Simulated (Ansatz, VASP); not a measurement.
## Two plane-wave programs on HfC

```xyz
2
Lattice="0.0000 2.3250 2.3250 2.3250 0.0000 2.3250 2.3250 2.3250 0.0000" Properties=species:S:1:pos:R:3 pbc="T T T"
Hf    2.3250    2.3250    2.3250
C     0.0000    0.0000    0.0000
```

Alike in both runs: task relaxation of cell and atoms; functional PBE; k mesh 16 × 16 × 16; occupations gaussian, width 0.1 eV; no spin polarisation.

|  | VASP | Ansatz |
| --- | --- | --- |
| version | VASP 6.6.1 | Ansatz 0.2.0 |
| potentials or method | VASP PAW PBE potentials, release 64 (Hf_pv, C), cutoff 600 eV | scalar-relativistic, plane waves, PAW |
| valence electrons in the cell | 14 | 30 |

VASP gave:

```
gap on the k mesh at the Fermi level, each at its own relaxed structure (eV) : none
relaxed volume (Å³/atom)                                                     : 12.54
relaxed cell length with the largest relative difference (Å)                 : 3.286
```

**Question.** Which values does Ansatz return?

**Answer.** gap on the k mesh at the Fermi level, each at its own relaxed structure (eV): none; relaxed volume (Å³/atom): 12.58; relaxed cell length with the largest relative difference (Å): 3.289.

A gap of «none» marks a metal or a gap that the smearing closes. VASP's potentials hold 14 valence electrons a cell and Ansatz's 30, so a difference there can come from the potentials and not from the codes.

Spin-orbit coupling is off throughout.
